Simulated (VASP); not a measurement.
A run of VASP 6.6.1 is set up as follows.

Contents of INCAR:

```
PREC = Accurate
ENCUT = 600
EDIFF = 1E-7
ISMEAR = -1
SIGMA = 0.05
LREAL = False
LASPH = True
NELM = 60
ALGO = Normal
ISIF = 3
LWAVE = False
LCHARG = False
GGA = PS
IBRION = 2
NSW = 60
EDIFFG = -0.01
```

Contents of KPOINTS:

```
Automatic mesh
0
Gamma
  7 7 4
```

File POSCAR:

```
TaSi2
1.0
    4.7800000000      0.0000000000      0.0000000000
   -2.3900000000      4.1396014301      0.0000000000
    0.0000000000      0.0000000000      6.5640000000
Ta Si
3 6
Direct
    0.0000000000      0.5000000000      0.1666666667
    0.5000000000      0.5000000000      0.8333333333
    0.5000000000      0.0000000000      0.5000000000
    0.3333000000      0.1666500000      0.1666666667
    0.1666500000      0.8333500000      0.8333333333
    0.8333500000      0.6667000000      0.5000000000
    0.6667000000      0.8333500000      0.1666666667
    0.8333500000      0.1666500000      0.8333333333
    0.1666500000      0.3333000000      0.5000000000
```

Potentials or basis: VASP PAW PBE potentials, release 64 (Ta_pv, Si).

The run is started by

```sh
$ cat potpaw_PBE.64/Ta_pv/POTCAR potpaw_PBE.64/Si/POTCAR > POTCAR
$ mpirun -np 1 vasp_std > vasp.out
```

Question: Estimate the space group after relaxing (to 0.05 Å).

Answer: P6_222 (No. 180).

Question: Estimate the relaxed cell.

Answer: a = 4.758 Å, b = 4.758 Å, c = 6.570 Å, α = 90.00°, β = 90.00°, γ = 120.00°.

Step by step:
| step | energy change (eV) | largest force (eV/Å) | pressure (GPa) | volume (Å³) |
| --- | --- | --- | --- | --- |
| 1 | 0.0000 | 0.7509 | -0.95 | 129.88 |
| 2 | -0.1202 | 0.2964 | 0.79 | 128.28 |
| 3 | -0.1259 | 0.1568 | 1.35 | 127.85 |
| 4 | -0.1400 | 0.0782 | -1.35 | 129.74 |
| 5 | -0.1437 | 0.0061 | -0.53 | 129.14 |
| 6 | -0.1432 | 0.0099 | 0.69 | 128.45 |
| 7 | -0.1451 | 0.0079 | 0.02 | 128.83 |

Caveat: the PAW data sets were made with another functional, which shifts forces and pressure a little.
